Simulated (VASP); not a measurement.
Input of a VASP 6.6.1 run:

POSCAR

```
GaN
1.0
    3.1273200000     -0.0205600000     -0.0059100000
   -1.5814700000      2.8051100000      0.0505700000
   -0.0096100000      0.0893200000      5.1431400000
Ga N
2 2
Direct
    0.3255800000      0.6624100000      0.0032900000
    0.6663600000      0.3282900000      0.4966200000
    0.3404400000      0.6682900000      0.3748800000
    0.6702001935      0.3302015147      0.8708862264
```

Contents of INCAR.step1:

```
SYSTEM = GaN
PREC = Accurate
ENCUT = 520
ISMEAR = 0
SIGMA = 0.01
LREAL = .FALSE.
LASPH = .TRUE.
NELM = 100
NBANDS = 26
GGA = PE
ALGO = Normal
EDIFF = 1E-4
LWAVE = .TRUE.
LCHARG = .FALSE.
```

INCAR.step2

```
SYSTEM = GaN
PREC = Accurate
ENCUT = 520
EDIFF = 1E-6
ISMEAR = 0
SIGMA = 0.01
LREAL = .FALSE.
LASPH = .TRUE.
NELM = 100
ALGO = Normal
ISIF = 2
LWAVE = .FALSE.
LCHARG = .TRUE.
METAGGA = R2SCAN
LMIXTAU = .TRUE.
LELF = .TRUE.
LVHAR = .TRUE.
NBANDS = 26
ISTART = 1
```

KPOINTS

```
regular mesh
0
G
  6 6 4
  0 0 0
```

Potentials or basis: VASP PAW PBE potentials, release 64 (Ga_d, N).

Run with:

```console
$ cat potpaw_PBE.64/Ga_d/POTCAR potpaw_PBE.64/N/POTCAR > POTCAR
$ cp INCAR.step1 INCAR
$ mpirun -np 1 vasp_std > vasp.out
$ cp INCAR.step2 INCAR
$ mpirun -np 1 vasp_std > vasp.out
```

Task: Estimate the band gap on the k mesh.

Result: 2.28 eV, direct.

Task: What does it give for the largest force?

Result: 0.989 eV/Å.

Task: Estimate the pressure.

Result: 3.8 GPa.

Stress tensor (GPa, compression positive):
```
 7.04  2.51  1.40
 2.51 -2.50 -3.61
 1.40 -3.61  6.99
```

Caveat: the PAW data sets were made with another functional, which shifts forces and pressure a little. r2SCAN opens gaps a little over a GGA but as a rule still falls short of measured ones.
